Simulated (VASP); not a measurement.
# Se (P4/mmm) in VASP: a series of runs

Se is run at these levels: PBE; tasks: single point, relaxation of cell and atoms.

All numbers are computed with VASP 6.6.1; they aren't measurements. Logs are shortened: lines on timing, memory, paths and dates and some standing lists are left out, and cuts for length are marked.

## 1. The cell of the first run

Symmetry: P4/mmm, No. 123, tetragonal system. The conventional cell has a = 2.635 Å, b = 2.635 Å, c = 4.338 Å, α = 90.00°, β = 90.00°, γ = 90.00°. Se (site symmetry 4/mmm) has 4 Se at 2.63 Å within 3.5 Å.

The cell was built from a structure type or drawn by symmetry, and may not be a known phase.

## 2. Single point, PBE

The input, INCAR:

```
PREC = Accurate ; ENCUT = 520
EDIFF = 1E-7 ; ISMEAR = 0
SIGMA = 0.1 ; LREAL = F
LASPH = T ; NELM = 60
ALGO = Normal ; ISIF = 2
LWAVE = F ; LCHARG = F
GGA = PE ; NBANDS = 9
```

The input, KPOINTS:

```
Automatic mesh
0
Gamma
  20 20 14
```

The input, POSCAR:

```
Se
1.0
    2.6345296686      0.0000000000      0.0000000000
    0.0000000000      2.6345296686      0.0000000000
    0.0000000000      0.0000000000      4.3375747220
Se
1
Direct
    0.0000000000      0.0000000000      0.5000000000
```

Potentials or basis: VASP PAW PBE potentials, release 64 (Se).

On the command line:

```bash
$ cat potpaw_PBE.64/Se/POTCAR > POTCAR
$ mpirun -np 1 vasp_std > vasp.out
```

OUTCAR:

```text
PREC = Accurate
   ENCUT = 520
   EDIFF = 1E-7
   ISMEAR = 0
   LREAL = F
   LASPH = T
   NELM = 60
   ISIF = 2
   GGA = PE

 ion  position               nearest neighbor table
   1  0.000  0.000  0.500-

  LATTYP: Found a simple tetragonal cell.
 ALAT       =     2.6345296686
 C/A-ratio  =     1.6464322925

  Lattice vectors:

 A1 = (   2.6345296686,   0.0000000000,   0.0000000000)
 A2 = (   0.0000000000,   2.6345296686,   0.0000000000)
 A3 = (   0.0000000000,   0.0000000000,   4.3375747220)

Analysis of symmetry for initial positions (statically):
=====================================================================
 Subroutine PRICEL returns:
 Original cell was already a primitive cell.

 Routine SETGRP: Setting up the symmetry group for a
 simple tetragonal supercell.

 Subroutine GETGRP returns: Found 16 space group operations
 (whereof 16 operations were pure point group operations)
 out of a pool of 16 trial point group operations.

The static configuration has the point symmetry D_4h.

Analysis of symmetry for dynamics (positions and initial velocities):
=====================================================================
 Subroutine PRICEL returns:
 Original cell was already a primitive cell.

 Routine SETGRP: Setting up the symmetry group for a
 simple tetragonal supercell.

 Subroutine GETGRP returns: Found 16 space group operations
 (whereof 16 operations were pure point group operations)
 out of a pool of 16 trial point group operations.

The dynamic configuration has the point symmetry D_4h.

 Subroutine INISYM returns: Found 16 space group operations
 (whereof 16 operations are pure point group operations),
 and found     1 'primitive' translations

----------------------------------------------------------------------------------------

                                     Primitive cell

  volume of cell :      30.1060

  direct lattice vectors                    reciprocal lattice vectors
     2.634529669  0.000000000  0.000000000     0.379574393  0.000000000  0.000000000
     0.000000000  2.634529669  0.000000000     0.000000000  0.379574393  0.000000000
     0.000000000  0.000000000  4.337574722     0.000000000  0.000000000  0.230543579

  length of vectors
     2.634529669  2.634529669  4.337574722     0.379574393  0.379574393  0.230543579

  position of ions in fractional coordinates (direct lattice)
     0.000000000  0.000000000  0.500000000

  ion indices of the primitive-cell ions
   primitive index   ion index
                 1           1

[... 71 lines left out ...]
   EDIFF  = 0.1E-06   stopping-criterion for ELM
   LREAL  =      F    real-space projection
   EDIFFG = 0.1E-05   stopping-criterion for IOM
   NSW    =      0    number of steps for IOM
   IBRION =     -1    ionic relax: 0-MD 1-quasi-New 2-CG
   NFREE  =      0    steps in history (QN), initial steepest desc. (CG)
   ISIF   =      2    stress and relaxation
   ISYM   =      2    0-nonsym 1-usesym 2-fastsym
   POTIM  = 0.5000    time-step for ionic-motion
   TEBEG  =    0.0;   TEEND  =   0.0 temperature during run
   PSTRESS=    0.0 pullay stress
   NELECT =       6.0000    total number of electrons
   NUPDOWN=      -1.0000    fix difference up-down
   EMIN   =  10.00;   EMAX   =-10.00  energy-range for DOS
   EFERMI =   0.00;   METHOD = LEGACY
   ISMEAR =     0;   SIGMA  =   0.10  broadening in eV -4-tet -1-fermi 0-gaus
   EFERMI_NEDOS =   21; number of points for ismear=-14 and -15
   IALGO  =     38    algorithm
   IMIX   =      4    mixing-type and parameters
     AMIX     =   0.40;   BMIX     =  1.00
     AMIX_MAG =   1.60;   BMIX_MAG =  1.00
  volume/ion in A,a.u.               =      30.11       203.17
  Fermi-wavevector in a.u.,A,eV,Ry     =   0.956256  1.807062 12.441516  0.914426
  Thomas-Fermi vector in A             =   2.085168
   LORBIT       =      0    0 simple, 1 ext, 2 COOP (PROOUT), +10 PAW based schemes
   GGA     = PE    functional components
   LHFCALC =     F    Hartree Fock is set to
   AEXX    =    0.0000 exact exchange contribution
   IVDW    =     0    specifies the selected vdW correction
   LEPSILON=     F    determine dielectric tensor
   LRPA    =     F    only Hartree local field effects (RPA)
 non-spin polarized calculation
 Gauss-broadening in eV      SIGMA  =   0.10
  energy-cutoff  :      520.00
  volume of cell :       30.11
 maximum number of plane-waves:       832
 NGX is ok and might be reduce to    20
   NGX =  9   NGY =  9   NGZ = 17

 number of electron       6.0000000 magnetization

 Free energy of the ion-electron system (eV)
  ---------------------------------------------------
  ext. energy  EPLUGINS =         0.00000000
  ---------------------------------------------------
  free energy    TOTEN  =        -3.29934231 eV

  energy without entropy =       -3.29735575  energy(sigma->0) =       -3.29834903

 E-fermi :   1.6973     XC(G=0):  -8.2366

 val. band max:        1.6922400202   @ k =   0.4500   0.2500   0.1429
 cond. band min:       1.7223089456   @ k =   0.5000   0.3000   0.3571
 fundamental gap:      0.0300689254
 Fermi energy:         1.6972809174

 k-point     1 :       0.0000    0.0000    0.0000
  band No.  band energies     occupation
      1     -13.8371      2.00000
      2      -1.5639      2.00000
      3       5.4955      0.00000
      4       5.5971      0.00000
      5       5.5971      0.00000
      6      11.3900      0.00000
      7      13.4873      0.00000
      8      19.7783      0.00000
      9      21.2326      0.00000
[... 265 lines left out ...]
 k-point    24 :       0.2000    0.1000    0.0000
  band No.  band energies     occupation
      1     -12.9282      2.00000
      2      -0.7211      2.00000
      3       1.0133      2.00000
      4       4.4712      0.00000
      5       6.5465      0.00000
      6      14.4352      0.00000
      7      14.9823      0.00000
      8      17.6012      0.00000
      9      18.5787      0.00000

 [... further k-points ...]
[... 5 lines left out ...]
  --------------------------------------------------------------------------------------
  -------------------------------------------------------------------------------------
  Total        0.0132242      0.0132242      0.0027783      0.0000000     -0.0000000      0.0000000
  in kB        0.7037618      0.7037618      0.1478557      0.0000000     -0.0000000      0.0000000
  external PRESSURE =       0.5184598 kB  Pullay stress =       0.0000000 kB

 VOLUME and BASIS-vectors are now :
 -----------------------------------------------------------------------------
  energy-cutoff  :      520.00
  volume of cell :       30.11
      direct lattice vectors                 reciprocal lattice vectors
     2.634529669  0.000000000  0.000000000     0.379574393  0.000000000  0.000000000
     0.000000000  2.634529669  0.000000000     0.000000000  0.379574393  0.000000000
     0.000000000  0.000000000  4.337574722     0.000000000  0.000000000  0.230543579

 POSITION                                       TOTAL-FORCE (eV/Angst)
 -----------------------------------------------------------------------------------
      0.00000      0.00000      2.16879         0.000000      0.000000      0.000000
 -----------------------------------------------------------------------------------
    total drift:                               -0.000000     -0.000000      0.000000

  FREE ENERGIE OF THE ION-ELECTRON SYSTEM (eV)
  ---------------------------------------------------
  free  energy   TOTEN  =        -3.2993423130 eV

  energy  without entropy=       -3.2973557477  energy(sigma->0) =       -3.29834903
```

stdout:

```text
POSCAR found type information on POSCAR Se
 POSCAR found :  1 types and       1 ions
 scaLAPACK will be used
 LDA part: xc-table for (Slater+PW92), standard interpolation
 POSCAR, INCAR and KPOINTS ok, starting setup
 FFT: planning ... GRIDC
 FFT: planning ... GRID_SOFT
 FFT: planning ... GRID
 WAVECAR not read
 entering main loop
```

It took 44 s on 1 thread of AMD EPYC 9R45 (Zen 5), shared host; peak memory 0.22 GiB.

Results:

```
Free energy            : -3.2993 eV
Pressure               : 0.1 GPa
Band gap on the k mesh : zero (bands 3 and 4 overlap by 5.30 eV)
```

Levels at points of the mesh, in eV from the Fermi level:
```
           k point  band 1  band 2  band 3  band 4  band 5  band 6
(0.00, 0.00, 0.00)  -15.53   -3.26    3.80    3.90    3.90    9.69
(0.50, 0.00, 0.00)  -12.53   -6.68   -0.70    5.88    7.13    8.44
(0.50, 0.50, 0.00)   -9.35   -4.26   -4.26    1.60    4.16   10.59
(0.00, 0.00, 0.50)  -15.46   -4.37    3.94    3.94    8.97    9.80
(0.50, 0.00, 0.50)  -12.46   -6.59   -1.50    4.84    5.91   13.44
(0.50, 0.50, 0.50)   -9.29   -4.20   -4.20    1.03    4.42    8.78
```

(Continued in part 2 of 3.)
